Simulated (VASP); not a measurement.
## La: relaxation of cell and atoms with BLYP

La:

```
CELL_PARAMETERS angstrom
3.77000 0.00000 0.00000
-1.88500 3.26492 0.00000
0.00000 0.00000 12.15900
ATOMIC_POSITIONS crystal
La 0.66667 0.33333 0.25000
La 0.33333 0.66667 0.75000
La 0.00000 0.00000 0.50000
La 0.00000 0.00000 0.00000
```

* Program: VASP 6.6.1
* Task: relaxation of cell and atoms
* Functional: BLYP
* Potentials or basis: VASP PAW PBE potentials, release 64 (La)
* Cutoff: 600 eV
* k mesh: 8 × 8 × 3
* Occupations: fermi-dirac, width 0.05 eV
* Spin: no spin polarisation
* Dipole correction: no
* Further INCAR settings: ALGO = Normal; EDIFF = 1e-06; IBRION = 2; EDIFFG = -0.01; NSW = 60; ISIF = 3

```yaml
Relaxed_volume: 39.86 Å³/atom
Relaxed_cell: a = 3.852 Å, b = 3.852 Å, c = 12.411 Å, α = 90.00°, β = 90.00°, γ = 120.00°
Space_group_after_relaxing_to_0.05_Å: P6_3/mmc (No. 194)
Energy_gained_by_relaxing: 12.8 meV/atom
Ionic_steps: 3
Pressure_after_relaxing: 0.0 GPa
Band_gap_on_the_k_mesh: zero (band 22 reaches 8.57 eV, above the bottom of band 23 at 7.50 eV)
```

Step by step:
```csv
step,energy change (eV),largest force (eV/Å),pressure (GPa),volume (Å³)
1,0.0000,0.0000,1.75,149.66
2,-0.0511,0.0000,0.12,158.67
3,-0.0514,0.0000,-0.01,159.46
```

Final structure:
```xyz
4
Lattice="3.8517 0.0000 0.0000 -1.9258 3.3357 0.0000 0.0000 0.0000 12.4111" Properties=species:S:1:pos:R:3 pbc="T T T"
La    1.9258    1.1119    3.1028
La    0.0000    2.2238    9.3084
La    0.0000    0.0000    6.2056
La    0.0000    0.0000    0.0000
```

Levels at points of the mesh, in eV from the Fermi level:
| k point | band 20 | band 21 | band 22 | band 23 | band 24 | band 25 |
| --- | --- | --- | --- | --- | --- | --- |
| (0.00, 0.00, 0.00) | -1.65 | 0.42 | 0.54 | 1.05 | 1.07 | 1.12 |
| (0.50, 0.00, 0.00) | -0.98 | -0.60 | -0.28 | -0.17 | 0.38 | 0.77 |

Run time: 7.1 min on 1 thread of Intel(R) Xeon(R) Platinum 8259CL CPU @ 2.50GHz (Skylake/Cascade Lake), on a shared host, peak memory 0.33 GiB.

Caveat: the PAW data sets were made with another functional, which shifts forces and pressure a little; spin-orbit coupling is left out, which moves the levels of the heavy elements. BLYP gives volumes clearly too large for solids.
